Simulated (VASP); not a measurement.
Here is a VASP 6.6.1 calculation.

The input INCAR:

```
SYSTEM = Cd
PREC     = Accurate       ! precision mode
ENCUT    = 500            ! plane-wave cutoff, eV
EDIFF    = 1E-6           ! SCF threshold, eV
ISMEAR   = 0              ! smearing method
SIGMA    = 0.1            ! smearing width, eV
LREAL    = .False.        ! projectors in reciprocal space
LASPH    = .True.         ! aspherical terms in the spheres
NELM     = 120            ! most SCF steps
ALGO     = Normal         ! electronic algorithm
ISIF     = 2              ! what is computed and relaxed
LWAVE    = .False.        ! write WAVECAR
LCHARG   = .True.         ! write CHGCAR
GGA      = CA             ! functional
LELF     = .True.         ! ELF
LVHAR    = .True.       
NBANDS   = 12             ! bands
GGA_COMPAT= .False.
```

Contents of KPOINTS:

```
regular mesh
0
Gamma
  5 5 4
  0 0 0
```

File POSCAR:

```
Cd
1.0
    3.8398220000      0.0000000000      0.0000000000
   -1.9199110000      3.3253830000      0.0000000000
    0.0000000000      0.0000000000      4.4413930000
Cd
1
Direct
    0.3333333333      0.6666666667      0.9873000000
```

Potentials or basis: VASP PAW LDA potentials, release 64 (Cd).

The run is started by

```sh
$ cat potpaw_LDA.64/Cd/POTCAR > POTCAR
$ mpirun -np 1 vasp_std > vasp.out
```

Problem. Estimate the pressure.

Solution. -1.8 GPa.

Problem. Estimate the band gap on the k mesh.

Solution. 0.24 eV, indirect (least direct gap 1.85 eV).

Stress tensor (GPa, compression positive):
```
-2.15  0.00  0.00
 0.00 -2.15  0.00
 0.00  0.00 -1.03
```

A k mesh can miss the band edges.
